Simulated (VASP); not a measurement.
A run of VASP 6.6.1:

INCAR

```
ALGO = Normal ; EDIFF = 1E-6
ENCUT = 520 ; GGA = CA
ISIF = 2 ; ISMEAR = 0
LASPH = T ; LCHARG = F
LREAL = F ; LWAVE = F
NBANDS = 11 ; NELM = 80
PREC = Accurate ; SIGMA = 0.01
```

Contents of KPOINTS:

```
k-points
0
Gamma
  8 8 8
```

File POSCAR:

```
BP
1.0
    0.0000000000      2.2537713532      2.2537713532
    2.2537713532      0.0000000000      2.2537713532
    2.2537713532      2.2537713532      0.0000000000
B P
1 1
Direct
    0.0000000000      0.0000000000      0.0000000000
    0.2500000000      0.2500000000      0.2500000000
```

Potentials or basis: VASP PAW LDA potentials, release 64 (B, P).

Launch:

```console
$ cat potpaw_LDA.64/B/POTCAR potpaw_LDA.64/P/POTCAR > POTCAR
$ mpirun -np 1 vasp_std > vasp.out
```

Hardware: 1 thread of Intel(R) Xeon(R) 6975P-C (Granite Rapids), with other jobs on the host.

Q: Estimate the wall time of this run.

A: Run time: 2.3 s on 1 thread of Intel(R) Xeon(R) 6975P-C (Granite Rapids), with other jobs on the host, peak memory 0.12 GiB. Counts: scf iterations 12, k points 29.
